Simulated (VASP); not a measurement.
Write the native input for VASP 6.6.1 that does the following.

```
Task                   : single point
Functional             : PBEsol
Potentials or basis    : VASP PAW PBE potentials, release 64 (W_sv, S)
Cutoff                 : 520 eV
k mesh                 : 12 × 12 × 12
Occupations            : gaussian, width 0.05 eV
Spin                   : no spin polarisation
Dipole correction      : no
Further INCAR settings : ALGO = Normal; EDIFF = 1e-06; NBANDS = 20
```

The structure of WS2 lies in POSCAR:

```
WS2
1.0
    1.5501963512      0.8950062807      6.5615786845
   -1.5501963512      0.8950062807      6.5615786845
    0.0000000000     -1.7900125614      6.5615786845
W S
1 2
Direct
    0.9993284863      0.9993284863      0.9993284863
    0.7479630314      0.7479630314      0.7479630314
    0.5840084823      0.5840084823      0.5840084823
```

This cell differs from its parent crystal: strain -0.015 along x and y, +0.030 along z.

One way to write it, as run:

INCAR

```
PREC = Accurate
ENCUT = 520
EDIFF = 1E-6
ISMEAR = 0
SIGMA = 0.05
LREAL = False
LASPH = True
NELM = 100
ALGO = Normal
ISIF = 2
LWAVE = False
LCHARG = False
GGA = PS
NBANDS = 20
```

KPOINTS

```
Automatic mesh
0
Gamma
  12 12 12
```

Potentials or basis: VASP PAW PBE potentials, release 64 (W_sv, S).

Launch:

```bash
$ cat potpaw_PBE.64/W_sv/POTCAR potpaw_PBE.64/S/POTCAR > POTCAR
$ mpirun -np 1 vasp_std > vasp.out
```

Results of the run:

| Item | Value |
| --- | --- |
| Pressure | -0.1 GPa |
| Largest force | 0.555 eV/Å |
| Band gap on the k mesh | 1.33 eV (least direct gap 2.25 eV) |

Caveat: the cell differs from its parent crystal (strain -0.015 along x and y, +0.030 along z); the PAW data sets were made with another functional, which shifts forces and pressure a little; spin-orbit coupling is left out, which moves the levels of the heavy elements.

Wall time 6.5 min on 1 thread of Intel(R) Xeon(R) 6975P-C (Granite Rapids), on a shared host, peak memory 0.51 GiB.
